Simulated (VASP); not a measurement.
Crystal: NaI.

```xyz
2
Lattice="0.0000 3.5432 3.5432 3.5432 0.0000 3.5432 3.5432 3.5432 0.0000" Properties=species:S:1:pos:R:3 pbc="T T T"
Na    0.0000    0.0000    0.0000
I     1.7716    1.7716    1.7716
```

Base run:

| Item | Value |
| --- | --- |
| Program | VASP 6.6.1 |
| Functional | PBE |
| Potentials or basis | VASP PAW PBE potentials, release 64 (Na_pv, I) |
| Cutoff | 520 eV |
| k mesh | 6 × 6 × 6 |
| Occupations | gaussian, width 0.01 eV |
| Spin | no spin polarisation |

Its results: band gap on the k mesh 3.82 eV, direct; pressure 0.4 GPa.

Q: After a change of settings the same cell gave: band gap on the k mesh 4.80 eV, direct; pressure 0.2 GPa. Which change was it?
A. further incar settings from ALGO = Normal; EDIFF = 1e-07; NBANDS = 14 to ALGO = Normal; EDIFF = 1e-06; NBANDS = 14
B. functional from PBE to HSE06; k mesh from 6 × 6 × 6 to 4 × 4 × 4
C. functional from PBE to r2SCAN

A: B.

Caveats: spin-orbit coupling is left out, which moves the levels of the heavy elements; the PAW data sets were made with another functional, which shifts forces and pressure a little (some runs).
